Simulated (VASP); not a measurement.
Here is a VASP 6.6.1 calculation.

Contents of INCAR:

```
SYSTEM = Bi
ALGO     = Normal         ! electronic algorithm
EDIFF    = 1E-6           ! SCF threshold, eV
ENCUT    = 520            ! plane-wave cutoff, eV
GGA      = PS             ! functional
GGA_COMPAT= .False.      
ISIF     = 2              ! what is computed and relaxed
ISMEAR   = 0              ! smearing method
LASPH    = .True.         ! aspherical terms in the spheres
LCHARG   = .True.         ! write CHGCAR
LNONCOLLINEAR= .True.         ! non-collinear magnetism
LORBIT   = 11             ! projections on sites
LORBMOM  = .True.       
LREAL    = .False.        ! projectors in reciprocal space
LSORBIT  = .True.         ! spin-orbit coupling
LVHAR    = .True.       
LWAVE    = .False.        ! write WAVECAR
MAGMOM   = 0 0 0 0 0 0    ! initial moments
NBANDS   = 42             ! bands
NELM     = 150            ! most SCF steps
PREC     = Accurate       ! precision mode
SIGMA    = 0.05           ! smearing width, eV
```

Contents of KPOINTS:

```
k-points
0
Gamma
  6 6 6
  0 0 0
```

POSCAR

```
Bi
1.0
    2.2451776794      1.2962539376      3.8908265807
   -2.2451776794      1.2962539376      3.8908265807
    0.0000000000     -2.5925078752      3.8908265807
Bi
2
Direct
    0.2351433769      0.2351433769      0.2351433769
    0.7648566231      0.7648566231      0.7648566231
```

Potentials or basis: VASP PAW PBE potentials, release 64 (Bi_d).

Command:

```console
$ cat potpaw_PBE.64/Bi_d/POTCAR > POTCAR
$ mpirun -np 1 vasp_ncl > vasp.out
```

Task: Predict the net moment.

Result: 0.00 μB per cell.

Task: Estimate the largest force.

Result: 0.059 eV/Å.

Task: What does it give for the pressure?

Result: 1.8 GPa.

Moments on the atoms (μB; x, y, z):
```
Bi  0.00 0.00 0.00
Bi  0.00 0.00 0.00
```

Caveat: the PAW data sets were made with another functional, which shifts forces and pressure a little.
